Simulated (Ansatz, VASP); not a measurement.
Sb2Pt in VASP and in Ansatz

```
CELL_PARAMETERS angstrom
6.44230 0.00000 0.00000
0.00000 6.44230 0.00000
0.00000 0.00000 6.44230
ATOMIC_POSITIONS crystal
Sb 0.37530 0.37530 0.37530
Sb 0.12470 0.62470 0.87530
Sb 0.87530 0.12470 0.62470
Sb 0.62470 0.87530 0.12470
Sb 0.62470 0.62470 0.62470
Sb 0.87530 0.37530 0.12470
Sb 0.12470 0.87530 0.37530
Sb 0.37530 0.12470 0.87530
Pt 0.00000 0.00000 0.00000
Pt 0.50000 0.00000 0.50000
Pt 0.50000 0.50000 0.00000
Pt 0.00000 0.50000 0.50000
```

Alike in both runs: task electric field gradients; functional PBE; k mesh 5 × 5 × 5; occupations fermi-dirac, width 0.05 eV; no spin polarisation.

|  | VASP | Ansatz |
| --- | --- | --- |
| version | VASP 6.6.1 | Ansatz 0.2.0 |
| potentials or method | VASP PAW PBE potentials, release 64 (Sb, Pt) | plane-wave PAW, scalar-relativistic |
| plane-wave cutoff (eV) | 520 | 420 |
| valence electrons in the cell | 80 | 192 |

|  | VASP | Ansatz | Ansatz less VASP |
| --- | --- | --- | --- |
| pressure (GPa) | 5.8 | 6.1 | +0.35 |
| rms of the force components (eV/Å) | 0.085 | 0.069 | -0.0165 |
| size of Vzz on the site where it differs most (V/Å²) | 20.4 | 69.8 | +49.40 |

Atom by atom the forces differ by 0.017 eV/Å (rms over components). One of these differences is far larger than is usual between the two programs; its cause wasn't traced. VASP's potentials hold 80 valence electrons a cell and Ansatz's 192, so a difference there can come from the potentials and not from the codes.

Neither program's run includes spin-orbit coupling.
